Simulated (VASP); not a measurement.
# CoSi2 (Fm-3m) in VASP: settings compared

Aim: see how the results for CoSi2 move with the level of theory and the settings. Levels: PBEsol, PBE. Tasks: single point.

Program: VASP 6.6.1. These are calculated values, not measurements. Logs are shortened: lines on timing, memory, paths and dates and some standing lists are left out, and cuts for length are marked.

## 1. The cell of the first run

Symmetry: Fm-3m, No. 225, cubic system. Conventional cell: a = 5.356 Å, b = 5.356 Å, c = 5.356 Å, α = 90.00°, β = 90.00°, γ = 90.00°. Co (site symmetry m-3m) has 8 Si at 2.32 Å within 3.1 Å. Within 3.1 Å of Si (site symmetry -43m) lie 4 Co at 2.32 Å and 6 Si at 2.68 Å.

## 2. Single point, PBEsol, collinear spin, ferromagnetic start

INCAR reads:

```
SYSTEM = CoSi2
ALGO = Normal ; EDIFF = 1E-6
ENCUT = 600 ; GGA = PS
GGA_COMPAT = .FALSE. ; ISIF = 2
ISMEAR = -1 ; ISPIN = 2
LASPH = .TRUE. ; LCHARG = .TRUE.
LELF = .TRUE. ; LMAXMIX = 4
LORBIT = 11 ; LREAL = .FALSE.
LVHAR = .TRUE. ; LWAVE = .FALSE.
MAGMOM = 2 0 0 ; NBANDS = 24
NELM = 200 ; NUPDOWN = 2.0
PREC = Accurate ; SIGMA = 0.05
```

KPOINTS reads:

```
k-points
0
G
  7 7 7
  0 0 0
```

POSCAR reads:

```
CoSi2
1.0
    0.0000000000      2.6780000000      2.6780000000
    2.6780000000      0.0000000000      2.6780000000
    2.6780000000      2.6780000000      0.0000000000
Co Si
1 2
Direct
    0.0000000000      0.0000000000      0.0000000000
    0.7500000000      0.7500000000      0.7500000000
    0.2500000000      0.2500000000      0.2500000000
```

Potentials or basis: VASP PAW PBE potentials, release 64 (Co_sv, Si).

The run is started by

```
$ cat potpaw_PBE.64/Co_sv/POTCAR potpaw_PBE.64/Si/POTCAR > POTCAR
$ mpirun -np 1 vasp_std > vasp.out
```

OUTCAR:

```text
SYSTEM = CoSi2
   EDIFF = 1E-6
   ENCUT = 600
   GGA = PS
   ISIF = 2
   ISMEAR = -1
   ISPIN = 2
   LASPH = .TRUE.
   LORBIT = 11
   LREAL = .FALSE.
   NELM = 200
   NUPDOWN = 2.0
   PREC = Accurate

 ion  position               nearest neighbor table
   1  0.000  0.000  0.000-   2 2.32   3 2.32   2 2.32   2 2.32   3 2.32   2 2.32   3 2.32   3 2.32

   2  0.750  0.750  0.750-   1 2.32   1 2.32   1 2.32   1 2.32   3 2.68   3 2.68   3 2.68   3 2.68
                             3 2.68   3 2.68
   3  0.250  0.250  0.250-   1 2.32   1 2.32   1 2.32   1 2.32   2 2.68   2 2.68   2 2.68   2 2.68
                             2 2.68   2 2.68

  LATTYP: Found a face centered cubic cell.
 ALAT       =     5.3560000000

  Lattice vectors:

 A1 = (   0.0000000000,   2.6780000000,   2.6780000000)
 A2 = (   2.6780000000,   0.0000000000,   2.6780000000)
 A3 = (   2.6780000000,   2.6780000000,   0.0000000000)

Analysis of symmetry for initial positions (statically):
=====================================================================
 Subroutine PRICEL returns:
 Original cell was already a primitive cell.

 Routine SETGRP: Setting up the symmetry group for a
 face centered cubic supercell.

 Subroutine GETGRP returns: Found 48 space group operations
 (whereof 48 operations were pure point group operations)
 out of a pool of 48 trial point group operations.

The static configuration has the point symmetry O_h .

Analysis of symmetry for dynamics (positions and initial velocities):
=====================================================================
 Subroutine PRICEL returns:
 Original cell was already a primitive cell.

 Routine SETGRP: Setting up the symmetry group for a
 face centered cubic supercell.

 Subroutine GETGRP returns: Found 48 space group operations
 (whereof 48 operations were pure point group operations)
 out of a pool of 48 trial point group operations.

The dynamic configuration has the point symmetry O_h .

Analysis of structural, dynamic, and magnetic symmetry:
=====================================================================
 Subroutine PRICEL returns:
 Original cell was already a primitive cell.

 Routine SETGRP: Setting up the symmetry group for a
 face centered cubic supercell.

 Subroutine GETGRP returns: Found 48 space group operations
 (whereof 48 operations were pure point group operations)
 out of a pool of 48 trial point group operations.

The overall configuration has the point symmetry O_h .

 Subroutine INISYM returns: Found 48 space group operations
 (whereof 48 operations are pure point group operations),
 and found     1 'primitive' translations

----------------------------------------------------------------------------------------

                                     Primitive cell

  volume of cell :      38.4115

  direct lattice vectors                    reciprocal lattice vectors
     0.000000000  2.678000000  2.678000000    -0.186706497  0.186706497  0.186706497
     2.678000000  0.000000000  2.678000000     0.186706497 -0.186706497  0.186706497
     2.678000000  2.678000000  0.000000000     0.186706497  0.186706497 -0.186706497

  length of vectors
     3.787263920  3.787263920  3.787263920     0.323385140  0.323385140  0.323385140

  position of ions in fractional coordinates (direct lattice)
     0.000000000  0.000000000  0.000000000
     0.750000000  0.750000000  0.750000000
     0.250000000  0.250000000  0.250000000

  ion indices of the primitive-cell ions
   primitive index   ion index
                 1           1
                 2           2
                 3           3

----------------------------------------------------------------------------------------

 KPOINTS: k-points

Automatic generation of k-mesh.
 Grid dimensions read from file:
 generate k-points for:    7    7    7

 Generating k-lattice:

  Cartesian coordinates                     Fractional coordinates (reciprocal lattice)
    -0.026672357  0.026672357  0.026672357     0.142857143  0.000000000  0.000000000
     0.026672357 -0.026672357  0.026672357     0.000000000  0.142857143  0.000000000
     0.026672357  0.026672357 -0.026672357     0.000000000  0.000000000  0.142857143

  Length of vectors
     0.046197877  0.046197877  0.046197877

  Shift w.r.t. Gamma in fractional coordinates (k-lattice)
     0.000000000  0.000000000  0.000000000

 Subroutine IBZKPT returns following result:
 ===========================================

 Found     20 irreducible k-points:

 Following reciprocal coordinates:
            Coordinates               Weight
  0.000000  0.000000  0.000000      1.000000
  0.142857  0.000000  0.000000      8.000000
  0.285714  0.000000  0.000000      8.000000
  0.428571  0.000000  0.000000      8.000000
  0.142857  0.142857  0.000000      6.000000
  0.285714  0.142857  0.000000     24.000000
[... 12 lines left out ...]
 -0.428571  0.428571  0.142857     24.000000
 -0.285714  0.428571  0.142857     24.000000
   k-points           NKPTS =     20   k-points in BZ     NKDIM =     20   number of bands    NBANDS=     24
   number of dos      NEDOS =    301   number of ions     NIONS =      3
   total plane-waves  NPLWV =  27000
   dimension x,y,z NGX =    30 NGY =   30 NGZ =   30
   dimension x,y,z NGXF=    60 NGYF=   60 NGZF=   60
   ions per type =               1   2
   NGX,Y,Z   is equivalent  to a cutoff of  13.17, 13.17, 13.17 a.u.
   NGXF,Y,Z  is equivalent  to a cutoff of  26.34, 26.34, 26.34 a.u.
 SYSTEM =  CoSi2
   PREC   = accura    normal or accurate (medium, high low for compatibility)
   ISTART =      0    job   : 0-new  1-cont  2-samecut
   ICHARG =      2    charge: 1-file 2-atom 10-const
   ISPIN  =      2    spin polarized calculation?
   LNONCOLLINEAR =      F non collinear calculations
   LSORBIT =      F    spin-orbit coupling
   LASPH  =      T    aspherical Exc in radial PAW
   ENCUT  =  600.0 eV  44.10 Ry    6.64 a.u.   7.56  7.56  7.56*2*pi/ulx,y,z
   NELM   =    200;   NELMIN=  2; NELMDL= -5     # of ELM steps
   EDIFF  = 0.1E-05   stopping-criterion for ELM
   LREAL  =      F    real-space projection
   EDIFFG = 0.1E-04   stopping-criterion for IOM
   NSW    =      0    number of steps for IOM
   IBRION =     -1    ionic relax: 0-MD 1-quasi-New 2-CG
   NFREE  =      0    steps in history (QN), initial steepest desc. (CG)
   ISIF   =      2    stress and relaxation
   ISYM   =      2    0-nonsym 1-usesym 2-fastsym
   POTIM  = 0.5000    time-step for ionic-motion
   TEBEG  =    0.0;   TEEND  =   0.0 temperature during run
   PSTRESS=    0.0 pullay stress
   NELECT =      25.0000    total number of electrons
   NUPDOWN=       2.0000    fix difference up-down
   EMIN   =  10.00;   EMAX   =-10.00  energy-range for DOS
   EFERMI =   0.00;   METHOD = LEGACY
   ISMEAR =    -1;   SIGMA  =   0.05  broadening in eV -4-tet -1-fermi 0-gaus
   EFERMI_NEDOS =   21; number of points for ismear=-14 and -15
   IALGO  =     38    algorithm
   IMIX   =      4    mixing-type and parameters
     AMIX     =   0.40;   BMIX     =  1.00
     AMIX_MAG =   1.60;   BMIX_MAG =  1.00
  volume/ion in A,a.u.               =      12.80        86.40
  Fermi-wavevector in a.u.,A,eV,Ry     =   1.418734  2.681018 27.385884  2.012806
  Thomas-Fermi vector in A             =   2.539828
   LORBIT       =     11    0 simple, 1 ext, 2 COOP (PROOUT), +10 PAW based schemes
   GGA     = PS    functional components
   LHFCALC =     F    Hartree Fock is set to
   AEXX    =    0.0000 exact exchange contribution
   IVDW    =     0    specifies the selected vdW correction
   LEPSILON=     F    determine dielectric tensor
   LRPA    =     F    only Hartree local field effects (RPA)
 spin polarized calculation
  energy-cutoff  :      600.00
  volume of cell :       38.41
 maximum number of plane-waves:      1307
 NGX is ok and might be reduce to    30
   NGX = 15   NGY = 15   NGZ = 15

 number of electron      24.9999979 magnetization       1.9999999

 Free energy of the ion-electron system (eV)
  ---------------------------------------------------
  ext. energy  EPLUGINS =         0.00000000
  ---------------------------------------------------
  free energy    TOTEN  =       -19.43570192 eV

  energy without entropy =      -19.41560773  energy(sigma->0) =      -19.42565483

 E-fermi :   9.8308     XC(G=0): -12.0016

 val. band max:       12.3160702614   @ k =  -0.2857   0.2857   0.0000
 cond. band min:       9.8408561463   @ k =   0.2857   0.1429   0.0000
 fundamental gap:     -2.4752141151
 Fermi energy:        12.3684578855

 spin component 1

 k-point     1 :       0.0000    0.0000    0.0000
  band No.  band energies     occupation
      1     -84.8888      1.00000
      2     -48.3208      1.00000
      3     -48.3208      1.00000
      4     -48.3208      1.00000
      5      -2.8393      1.00000
      6       5.9031      1.00000
[... 16 lines left out ...]
     23      20.6136      0.00000
     24      25.0507      0.00000

 k-point     2 :       0.1429    0.0000    0.0000
  band No.  band energies     occupation
      1     -84.8888      1.00000
      2     -48.3225      1.00000
      3     -48.3218      1.00000
      4     -48.3218      1.00000
      5      -2.5298      1.00000
      6       5.2797      1.00000
[... 16 lines left out ...]
     23      21.9753      0.00000
     24      25.9884      0.00000

 k-point     3 :       0.2857    0.0000    0.0000
  band No.  band energies     occupation
      1     -84.8888      1.00000
      2     -48.3232      1.00000
      3     -48.3219      1.00000
      4     -48.3219      1.00000
      5      -1.6201      1.00000
      6       3.7234      1.00000
[... 16 lines left out ...]
     23      25.1452      0.00000
     24      27.1209      0.00000
[... 406 lines left out ...]
 k-point    19 :      -0.4286    0.4286    0.1429
  band No.  band energies     occupation
      1     -84.8887      1.00000
      2     -48.3233      1.00000
      3     -48.3226      1.00000
      4     -48.3222      1.00000
      5       0.9696      1.00000
      6       3.0700      1.00000
[... 16 lines left out ...]
     23      25.3385      0.00000
     24      26.5690      0.00000

 k-point    20 :      -0.2857    0.4286    0.1429
  band No.  band energies     occupation
      1     -84.8887      1.00000
      2     -48.3230      1.00000
      3     -48.3229      1.00000
      4     -48.3224      1.00000
      5       1.9383      1.00000
      6       2.0237      1.00000
[... 16 lines left out ...]
     23      24.8787      0.00000
     24      27.8930      0.00000
 Fermi energy:         9.8308362376

 spin component 2

 k-point     1 :       0.0000    0.0000    0.0000
  band No.  band energies     occupation
      1     -83.6030      1.00000
      2     -47.0689      1.00000
      3     -47.0688      1.00000
      4     -47.0688      1.00000
      5      -2.4084      1.00000
      6       6.6575      1.00000
[... 16 lines left out ...]
     23      21.0092      0.00000
     24      25.5614      0.00000

 k-point     2 :       0.1429    0.0000    0.0000
  band No.  band energies     occupation
      1     -83.6031      1.00000
      2     -47.0705      1.00000
      3     -47.0698      1.00000
      4     -47.0698      1.00000
      5      -2.0986      1.00000
      6       5.9345      1.00000
[... 16 lines left out ...]
     23      22.3766      0.00000
     24      26.5004      0.00000

 k-point     3 :       0.2857    0.0000    0.0000
  band No.  band energies     occupation
      1     -83.6030      1.00000
      2     -47.0714      1.00000
      3     -47.0699      1.00000
      4     -47.0699      1.00000
      5      -1.1872      1.00000
      6       4.2371      1.00000
[... 16 lines left out ...]
     23      25.5456      0.00000
     24      27.6223      0.00000
[... 406 lines left out ...]
 k-point    19 :      -0.4286    0.4286    0.1429
  band No.  band energies     occupation
      1     -83.6029      1.00000
      2     -47.0715      1.00000
      3     -47.0707      1.00000
      4     -47.0703      1.00000
      5       1.4091      1.00000
      6       3.5764      1.00000
[... 16 lines left out ...]
     23      25.7781      0.00000
     24      27.0476      0.00000

 k-point    20 :      -0.2857    0.4286    0.1429
  band No.  band energies     occupation
      1     -83.6029      1.00000
      2     -47.0712      1.00000
      3     -47.0710      1.00000
      4     -47.0704      1.00000
      5       2.3974      1.00000
      6       2.4784      1.00000
[... 16 lines left out ...]
     23      25.3570      0.00000
     24      28.3504      0.00000

------------------------ aborting loop because EDIFF is reached ----------------------------------------

  FORCE on cell =-STRESS in cart. coord.  units (eV):
  Direction    XX          YY          ZZ          XY          YZ          ZX
  --------------------------------------------------------------------------------------
  -------------------------------------------------------------------------------------
  Total        2.0818767      2.0818767      2.0818767      0.0000000      0.0000000      0.0000000
  in kB       86.8368127     86.8368127     86.8368127      0.0000000      0.0000000      0.0000000
  external PRESSURE =      86.8368127 kB  Pullay stress =       0.0000000 kB

 VOLUME and BASIS-vectors are now :
 -----------------------------------------------------------------------------
  energy-cutoff  :      600.00
  volume of cell :       38.41
      direct lattice vectors                 reciprocal lattice vectors
     0.000000000  2.678000000  2.678000000    -0.186706497  0.186706497  0.186706497
     2.678000000  0.000000000  2.678000000     0.186706497 -0.186706497  0.186706497
     2.678000000  2.678000000  0.000000000     0.186706497  0.186706497 -0.186706497

 POSITION                                       TOTAL-FORCE (eV/Angst)
 -----------------------------------------------------------------------------------
      0.00000      0.00000      0.00000        -0.000000      0.000000     -0.000000
      4.01700      4.01700      4.01700         0.000000      0.000000     -0.000000
      1.33900      1.33900      1.33900        -0.000000     -0.000000      0.000000
 -----------------------------------------------------------------------------------
    total drift:                                0.000000     -0.000000     -0.000000

  FREE ENERGIE OF THE ION-ELECTRON SYSTEM (eV)
  ---------------------------------------------------
  free  energy   TOTEN  =       -19.4357019187 eV

  energy  without entropy=      -19.4156077319  energy(sigma->0) =      -19.42565483

 total charge

# of ion       s       p       d       tot
------------------------------------------
    1        2.272   6.173   6.846  15.291
    2        0.766   0.856   0.000   1.622
    3        0.766   0.856   0.000   1.622
--------------------------------------------------
tot          3.804   7.885   6.846  18.535

 magnetization (x)

# of ion       s       p       d       tot
------------------------------------------
    1        0.012   0.063   1.040   1.115
    2        0.062   0.098   0.000   0.160
    3        0.062   0.098   0.000   0.160
--------------------------------------------------
tot          0.135   0.260   1.040   1.434
```

It took 70 s on 1 thread of AMD EPYC 7R13 (Zen 3), shared host; peak memory 0.17 GiB.

What came out:

| Item | Value |
| --- | --- |
| Free energy | -19.4357 eV |
| Pressure | 8.7 GPa |
| Net moment | 2.00 μB per cell |
| Site moments | Co +1.11; Si +0.16 μB |
| Valence electrons inside the program's atomic spheres | Co 15.29; Si 1.62 |

Caveat: the PAW data sets were made with another functional, which shifts forces and pressure a little; the total moment is fixed, so each spin has its own Fermi level.

## 3. Single point, PBE, collinear spin, ferromagnetic start

INCAR reads:

```
PREC     = Accurate       # precision mode
ENCUT    = 600            # plane-wave cutoff, eV
EDIFF    = 1E-6           # SCF threshold, eV
ISMEAR   = -1             # smearing method
SIGMA    = 0.05           # smearing width, eV
LREAL    = False          # projectors in reciprocal space
LASPH    = True           # aspherical terms in the spheres
NELM     = 200            # most SCF steps
ALGO     = Normal         # electronic algorithm
ISIF     = 2              # what is computed and relaxed
LWAVE    = False          # write WAVECAR
LCHARG   = True           # write CHGCAR
ISPIN    = 2              # spin polarisation
MAGMOM   = 1 0 0          # initial moments
LORBIT   = 11             # projections on sites
NUPDOWN  = 1.0            # fixed moment
LMAXMIX  = 4              # l up to which the mixer works
GGA      = PE             # functional
LELF     = True           # ELF
LVHAR    = True         
NBANDS   = 24             # bands
GGA_COMPAT= False
```

KPOINTS reads:

```
Automatic mesh
0
Gamma
  7 7 7
```

POSCAR is that of step 2.

Potentials or basis: VASP PAW PBE potentials, release 64 (Co_sv, Si).

The run is started by

```
$ cat potpaw_PBE.64/Co_sv/POTCAR potpaw_PBE.64/Si/POTCAR > POTCAR
$ mpirun -np 1 vasp_std > vasp.out
```

It took 58 s on 1 thread of Intel Xeon Platinum 8488C (Sapphire Rapids), shared host; peak memory 0.2 GiB.

It converged, with:

- Free energy: -18.9196 eV
- Pressure: 3.5 GPa
- Net moment: 1.00 μB per cell
- Site moments: Co +0.55; Si +0.08 μB
- Valence electrons inside the program's atomic spheres: Co 15.30; Si 1.60

Caveat: the total moment is fixed, so each spin has its own Fermi level.
